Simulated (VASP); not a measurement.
# Al (P6_3/mmc) in VASP: a series of runs

Al is run at these levels: PBEsol; tasks: single point.

All numbers are computed with VASP 6.6.1; they aren't measurements. Logs are shortened: lines on timing, memory, paths and dates and some standing lists are left out, and cuts for length are marked.

## Step 1: The cell of the first run

It takes space group P6_3/mmc (No. 194, hexagonal). Conventional cell: a = 2.850 Å, b = 2.850 Å, c = 5.009 Å, α = 90.00°, β = 90.00°, γ = 120.00°. Within 3.8 Å of Al (site symmetry -6m2) lie 12 Al at 2.85 to 3.00 Å.

## Step 2: Single point, PBEsol

INCAR

```
SYSTEM = Al
PREC = Accurate
ENCUT = 520
EDIFF = 1E-6
ISMEAR = 0
SIGMA = 0.15
LREAL = .FALSE.
LASPH = .TRUE.
NELM = 60
ALGO = Normal
ISIF = 2
LWAVE = .FALSE.
LCHARG = .TRUE.
GGA = PS
LELF = .TRUE.
LVHAR = .TRUE.
NBANDS = 10
```

KPOINTS

```
Automatic mesh
0
G
  18 18 10
  0 0 0
```

POSCAR

```
Al
1.0
    2.8496988417      0.0000000000      0.0000000000
   -1.4248494208      2.4679115900      0.0000000000
    0.0000000000      0.0000000000      5.0094000000
Al
2
Direct
    0.6666666667      0.3333333333      0.7500000000
    0.3333333333      0.6666666667      0.2500000000
```

Potentials or basis: VASP PAW PBE potentials, release 64 (Al).

The run is started by

```bash
$ cat potpaw_PBE.64/Al/POTCAR > POTCAR
$ mpirun -np 1 vasp_std > vasp.out
```

OUTCAR:

```text
SYSTEM = Al
   PREC = Accurate
   ENCUT = 520
   EDIFF = 1E-6
   ISMEAR = 0
   LREAL = .FALSE.
   LASPH = .TRUE.
   NELM = 60
   ISIF = 2
   GGA = PS

 ion  position               nearest neighbor table
   1  0.667  0.333  0.750-   2 3.00   2 3.00   2 3.00   2 3.00   2 3.00   2 3.00
   2  0.333  0.667  0.250-   1 3.00   1 3.00   1 3.00   1 3.00   1 3.00   1 3.00

  LATTYP: Found a hexagonal cell.
 ALAT       =     2.8496988417
 C/A-ratio  =     1.7578699639

  Lattice vectors:

 A1 = (   2.8496988417,   0.0000000000,   0.0000000000)
 A2 = (  -1.4248494208,   2.4679115900,   0.0000000000)
 A3 = (   0.0000000000,   0.0000000000,   5.0094000000)

Analysis of symmetry for initial positions (statically):
=====================================================================
 Subroutine PRICEL returns:
 Original cell was already a primitive cell.

 Routine SETGRP: Setting up the symmetry group for a
 hexagonal supercell.

 Subroutine GETGRP returns: Found 24 space group operations
 (whereof 12 operations were pure point group operations)
 out of a pool of 24 trial point group operations.

The static configuration has the point symmetry D_3d.
 The point group associated with its full space group is D_6h.

Analysis of symmetry for dynamics (positions and initial velocities):
=====================================================================
 Subroutine PRICEL returns:
 Original cell was already a primitive cell.

 Routine SETGRP: Setting up the symmetry group for a
 hexagonal supercell.

 Subroutine GETGRP returns: Found 24 space group operations
 (whereof 12 operations were pure point group operations)
 out of a pool of 24 trial point group operations.

The dynamic configuration has the point symmetry D_3d.
 The point group associated with its full space group is D_6h.

 Subroutine INISYM returns: Found 24 space group operations
 (whereof 12 operations are pure point group operations),
 and found     1 'primitive' translations

----------------------------------------------------------------------------------------

                                     Primitive cell

  volume of cell :      35.2301

  direct lattice vectors                    reciprocal lattice vectors
     2.849698842  0.000000000  0.000000000     0.350914274  0.202600451  0.000000000
    -1.424849421  2.467911590  0.000000000     0.000000000  0.405200901  0.000000000
     0.000000000  0.000000000  5.009400000     0.000000000  0.000000000  0.199624706

  length of vectors
     2.849698842  2.849698842  5.009400000     0.405200901  0.405200901  0.199624706
[... 89 lines left out ...]
   POTIM  = 0.5000    time-step for ionic-motion
   TEBEG  =    0.0;   TEEND  =   0.0 temperature during run
   PSTRESS=    0.0 pullay stress
   NELECT =       6.0000    total number of electrons
   NUPDOWN=      -1.0000    fix difference up-down
   EMIN   =  10.00;   EMAX   =-10.00  energy-range for DOS
   EFERMI =   0.00;   METHOD = LEGACY
   ISMEAR =     0;   SIGMA  =   0.15  broadening in eV -4-tet -1-fermi 0-gaus
   EFERMI_NEDOS =   21; number of points for ismear=-14 and -15
   IALGO  =     38    algorithm
   IMIX   =      4    mixing-type and parameters
     AMIX     =   0.40;   BMIX     =  1.00
     AMIX_MAG =   1.60;   BMIX_MAG =  1.00
  volume/ion in A,a.u.               =      17.62       118.87
  Fermi-wavevector in a.u.,A,eV,Ry     =   0.907445  1.714823 11.203814  0.823457
  Thomas-Fermi vector in A             =   2.031254
   LORBIT       =      0    0 simple, 1 ext, 2 COOP (PROOUT), +10 PAW based schemes
   GGA     = PS    functional components
   LHFCALC =     F    Hartree Fock is set to
   AEXX    =    0.0000 exact exchange contribution
   IVDW    =     0    specifies the selected vdW correction
   LEPSILON=     F    determine dielectric tensor
   LRPA    =     F    only Hartree local field effects (RPA)
 non-spin polarized calculation
 Gauss-broadening in eV      SIGMA  =   0.15
  energy-cutoff  :      520.00
  volume of cell :       35.23
 maximum number of plane-waves:       964
 NGX is ok and might be reduce to    24
   NGX = 11   NGY = 11   NGZ = 19

 number of electron       6.0000000 magnetization

 Free energy of the ion-electron system (eV)
  ---------------------------------------------------
  ext. energy  EPLUGINS =         0.00000000
  ---------------------------------------------------
  free energy    TOTEN  =        -8.06963013 eV

  energy without entropy =       -8.06020697  energy(sigma->0) =       -8.06491855

 E-fermi :   7.2517     XC(G=0): -10.0191

 val. band max:        7.2474952050   @ k =   0.2778   0.1667   0.1000
 cond. band min:       7.2644274784   @ k =   0.3333   0.0000   0.1000
 fundamental gap:      0.0169322734
 Fermi energy:         7.2517463141

 k-point     1 :       0.0000    0.0000    0.0000
  band No.  band energies     occupation
      1      -3.4078      2.00000
      2       2.1348      2.00000
      3       2.6217      2.00000
      4      17.8891      0.00000
      5      18.4680      0.00000
      6      18.4680      0.00000
      7      18.6014      0.00000
      8      18.7839      0.00000
      9      18.7839      0.00000
     10      21.6531      0.00000
[... 287 lines left out ...]
 k-point    24 :       0.3889    0.1111    0.0000
  band No.  band energies     occupation
      1       1.5285      2.00000
      2       4.0839      2.00000
      3       7.0158      1.97390
      4       7.2901      0.71757
      5       9.3654      0.00000
      6       9.9666      0.00000
      7      10.8996      0.00000
      8      15.6826      0.00000
      9      16.3557      0.00000
     10      18.0562      0.00000

 [... further k-points ...]

------------------------ aborting loop because EDIFF is reached ----------------------------------------

  FORCE on cell =-STRESS in cart. coord.  units (eV):
  Direction    XX          YY          ZZ          XY          YZ          ZX
  --------------------------------------------------------------------------------------
  -------------------------------------------------------------------------------------
  Total       -0.8697139     -0.8697139     -1.3661473     -0.0000000      0.0000000      0.0000000
  in kB      -39.5523886    -39.5523886    -62.1289225     -0.0000000      0.0000000      0.0000000
  external PRESSURE =     -47.0778999 kB  Pullay stress =       0.0000000 kB

 VOLUME and BASIS-vectors are now :
 -----------------------------------------------------------------------------
  energy-cutoff  :      520.00
  volume of cell :       35.23
      direct lattice vectors                 reciprocal lattice vectors
     2.849698842  0.000000000  0.000000000     0.350914274  0.202600451  0.000000000
    -1.424849421  2.467911590  0.000000000     0.000000000  0.405200901  0.000000000
     0.000000000  0.000000000  5.009400000     0.000000000  0.000000000  0.199624706

 POSITION                                       TOTAL-FORCE (eV/Angst)
 -----------------------------------------------------------------------------------
      1.42485      0.82264      3.75705        -0.000000      0.000000      0.000000
     -0.00000      1.64527      1.25235         0.000000     -0.000000      0.000000
 -----------------------------------------------------------------------------------
    total drift:                                0.000000     -0.000000     -0.000000

  FREE ENERGIE OF THE ION-ELECTRON SYSTEM (eV)
  ---------------------------------------------------
  free  energy   TOTEN  =        -8.0696301271 eV

  energy  without entropy=       -8.0602069711  energy(sigma->0) =       -8.06491855
```

OSZICAR:

```text
N       E                     dE             d eps       ncg     rms          rms(c)
DAV:   1    -0.108911623177E+01   -0.10891E+01   -0.23168E+03  4440   0.472E+02
DAV:   2    -0.797273593326E+01   -0.68836E+01   -0.66050E+01  5858   0.522E+01
DAV:   3    -0.812585902078E+01   -0.15312E+00   -0.15214E+00  5778   0.643E+00
DAV:   4    -0.812654322138E+01   -0.68420E-03   -0.68411E-03  5346   0.493E-01
DAV:   5    -0.812654894914E+01   -0.57278E-05   -0.57281E-05  5458   0.468E-02    0.181E+00
DAV:   6    -0.809229805783E+01    0.34251E-01   -0.53000E-03  5128   0.339E-01    0.103E+00
DAV:   7    -0.806977163430E+01    0.22526E-01   -0.13071E-02  4844   0.516E-01    0.180E-01
DAV:   8    -0.806963253851E+01    0.13910E-03   -0.14871E-04  6170   0.685E-02    0.729E-03
DAV:   9    -0.806963088752E+01    0.16510E-05   -0.14732E-06  5032   0.662E-03    0.254E-03
DAV:  10    -0.806963012707E+01    0.76045E-06   -0.10233E-07  2968   0.136E-03
   1 F= -.80696301E+01 E0= -.80649185E+01  d E =-.942316E-02
```

stdout:

```text
POSCAR found type information on POSCAR Al
 POSCAR found :  1 types and       2 ions
 scaLAPACK will be used
 -----------------------------------------------------------------------------
|                                                                             |
|                                                                             |
|     You enforced a specific xc type in the INCAR file but a different       |
|     I HOPE YOU KNOW WHAT YOU ARE DOING!                                     |
|                                                                             |
 -----------------------------------------------------------------------------

 LDA part: xc-table for (Slater+PW92), standard interpolation
 POSCAR, INCAR and KPOINTS ok, starting setup
 FFT: planning ... GRIDC
 FFT: planning ... GRID_SOFT
 FFT: planning ... GRID
 WAVECAR not read
 entering main loop
```

It took 38 s on 1 thread of Intel Xeon 6975P-C, shared host; peak memory 0.2 GiB.

Results:

```yaml
Free_energy: -8.0696 eV
Pressure: -4.7 GPa
Band_gap_on_the_k_mesh: zero (band 3 reaches 10.75 eV, above the bottom of band 4 at 4.29 eV)
```

Stress tensor (GPa, compression positive):
```
-3.96  0.00  0.00
 0.00 -3.96  0.00
 0.00  0.00 -6.21
```

Levels at points of the mesh, in eV from the Fermi level:
```
           k point  band 1  band 2  band 3  band 4  band 5  band 6  band 7
(0.00, 0.00, 0.00)  -10.66   -5.12   -4.63   10.64   11.22   11.22   11.35
(0.50, 0.00, 0.00)   -4.78   -4.65    0.43    0.67    1.11    1.53    6.18
(0.00, 0.00, 0.50)   -9.20   -9.20    2.08    2.08   12.30   12.30   12.30
(0.50, 0.00, 0.50)   -3.59   -3.59   -2.97   -2.97    7.26    7.26    7.36
```

Caveat: the PAW data sets were made with another functional, which shifts forces and pressure a little.

(Continued in part 2 of 2.)
